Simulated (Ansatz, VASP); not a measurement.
One calculation of Re, two programs

```
CELL_PARAMETERS angstrom
2.59420 0.00000 0.00000
-1.29710 2.24664 0.00000
0.00000 0.00000 4.14808
ATOMIC_POSITIONS crystal
Re 0.33333 0.66667 0.25000
Re 0.66667 0.33333 0.75000
```

Change from the starting cell: volume scaled by 0.99.

Alike in both runs: task single point; functional PBE; k mesh 14 × 14 × 8; occupations fermi-dirac, width 0.05 eV; no spin polarisation.

```csv
,VASP,Ansatz
version,VASP 6.6.1,Ansatz 0.2.0
potentials or method,"VASP PAW PBE potentials, release 64 (Re), cutoff 520 eV","all-electron LAPW, scalar-relativistic"
```

Ansatz gave:

- pressure (GPa): 122.3
- traceless stress, the component that is largest in VASP (GPa): 5.68

Q: What did VASP give for the same quantities?

A: Pressure (GPa): 125.3; traceless stress, the component that is largest in VASP (GPa): 5.61.

Both programs put the cell under a high pressure, so it lies far from rest at this level. Ansatz ran all-electron here, and VASP with PAW potentials.

Spin-orbit coupling is off throughout. Noted on VASP's run: the cell as given lies far from equilibrium.
